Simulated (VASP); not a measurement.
Input of a VASP 6.6.1 run:

Contents of INCAR:

```
ALGO = Normal ; EDIFF = 1E-6
ENCUT = 520 ; GGA = PE
ISIF = 2 ; ISMEAR = 0
ISPIN = 2 ; LASPH = True
LCHARG = False ; LMAXMIX = 6
LORBIT = 11 ; LREAL = False
LWAVE = False ; MAGMOM = 0 7 0 0 0
NBANDS = 35 ; NELM = 150
PREC = Accurate ; SIGMA = 0.1
```

Contents of KPOINTS:

```
k-points
0
Gamma
  4 4 4
```

POSCAR

```
EuYS3
1.0
    5.1782459407      0.0000000000      0.0000000000
    0.0000000000      5.1782459407      0.0000000000
    0.0000000000      0.0000000000      5.1782459407
Y Eu S
1 1 3
Direct
    0.0000000000      0.0000000000      0.0000000000
    0.5000000000      0.5000000000      0.5000000000
    0.5000000000      0.0000000000      0.0000000000
    0.0000000000      0.5000000000      0.0000000000
    0.0000000000      0.0000000000      0.5000000000
```

Potentials or basis: VASP PAW PBE potentials, release 64 (Y_sv, Eu, S).

Launch:

```sh
$ cat potpaw_PBE.64/Y_sv/POTCAR potpaw_PBE.64/Eu/POTCAR potpaw_PBE.64/S/POTCAR > POTCAR
$ mpirun -np 1 vasp_std > vasp.out
```

Q: Estimate the pressure.

A: -0.1 GPa.

Q: Predict the site moments.

A: Y -0.00; Eu +6.55; S -0.08 μB.

Q: Predict the net moment.

A: 6.48 μB per cell.

Caveat: a cell with one magnetic atom can't hold antiferromagnetic order, which such compounds often take. The state reached can hang on the start; a lower one may exist.
